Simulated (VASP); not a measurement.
Here is a VASP 6.6.1 calculation.

The input INCAR:

```
SYSTEM = Ti3Al
PREC = Accurate
ENCUT = 520
EDIFF = 1E-6
ISMEAR = 0
SIGMA = 0.15
LREAL = .FALSE.
LASPH = .TRUE.
NELM = 150
ALGO = Normal
ISIF = 2
LWAVE = .FALSE.
LCHARG = .FALSE.
ISPIN = 2
MAGMOM = 0.2 0.2 0.2 0
LORBIT = 11
NUPDOWN = 0.6
LMAXMIX = 4
GGA = PS
NBANDS = 32
```

File KPOINTS:

```
regular mesh
0
G
  12 12 12
  0 0 0
```

The input POSCAR:

```
Ti3Al
1.0
    0.0000000000      2.8993260424      2.8993260424
    2.8993260424      0.0000000000      2.8993260424
    2.8993260424      2.8993260424      0.0000000000
Ti Al
3 1
Direct
    0.7500000000      0.7500000000      0.7500000000
    0.2500000000      0.2500000000      0.2500000000
    0.0000000000      0.0000000000      0.0000000000
    0.5000000000      0.5000000000      0.5000000000
```

Potentials or basis: VASP PAW PBE potentials, release 64 (Ti_sv, Al).

Run with:

```sh
$ cat potpaw_PBE.64/Ti_sv/POTCAR potpaw_PBE.64/Al/POTCAR > POTCAR
$ mpirun -np 1 vasp_std > vasp.out
```

Task: What does it give for the pressure?

Result: 55.4 GPa.

Caveat: the PAW data sets were made with another functional, which shifts forces and pressure a little; the total moment is fixed, so each spin has its own Fermi level.
